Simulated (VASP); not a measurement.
Here is a VASP 6.6.1 calculation.

The input INCAR:

```
ALGO     = Normal         # electronic algorithm
EDIFF    = 1E-6           # SCF threshold, eV
ENCUT    = 600            # plane-wave cutoff, eV
GGA      = PS             # functional
GGA_COMPAT= F            
ISIF     = 2              # what is computed and relaxed
ISMEAR   = -1             # smearing method
LASPH    = T              # aspherical terms in the spheres
LCHARG   = F              # write CHGCAR
LREAL    = F              # projectors in reciprocal space
LWAVE    = F              # write WAVECAR
NBANDS   = 26             # bands
NELM     = 120            # most SCF steps
PREC     = Accurate       # precision mode
SIGMA    = 0.02           # smearing width, eV
```

KPOINTS

```
k-points
0
Gamma
  8 8 5
```

The input POSCAR:

```
ZnO
1.0
    3.2493080000      0.0000000000      0.0000000000
   -1.6246540000      2.8139832727      0.0000000000
    0.0000000000      0.0000000000      5.2057090000
Zn O
2 2
Direct
    0.3333333333      0.6666666667      0.4990859689
    0.6666666667      0.3333333333     -0.0009140311
    0.6666666667      0.3333333333      0.3799240311
    0.3333333333      0.6666666667      0.8799240311
```

Potentials or basis: VASP PAW PBE potentials, release 64 (Zn, O).

Command:

```sh
$ cat potpaw_PBE.64/Zn/POTCAR potpaw_PBE.64/O/POTCAR > POTCAR
$ mpirun -np 1 vasp_std > vasp.out
```

Predict the pressure.

-0.9 GPa.

Estimate the band gap on the k mesh.

0.68 eV, direct.

Forces on the atoms (eV/Å):
```
Zn   0.000  0.000 -0.002
Zn   0.000  0.000 -0.002
O    0.000  0.000  0.002
O    0.000  0.000  0.002
```

Caveat: the PAW data sets were made with another functional, which shifts forces and pressure a little.

**Experimental background.**

From “Electronic structure of alkaline earth and post-transition metal oxides”, 2009, arxiv:0908.1581, for a bulk crystal of ZnO: band gap 3.37 eV.

A measured gap of ZnO is 3.37 eV (quoted in “Electronic structure of alkaline earth and post-transition metal oxides”, 2009, arxiv:0908.1581); the calculated 0.68 eV misses it by -2.69 eV. So large a miss can be the level of theory's own, or it may mean another phase, state or a wrong row. The value is that of PBEsol, without temperature or zero-point motion. Semilocal functionals fall short of measured gaps as a rule.
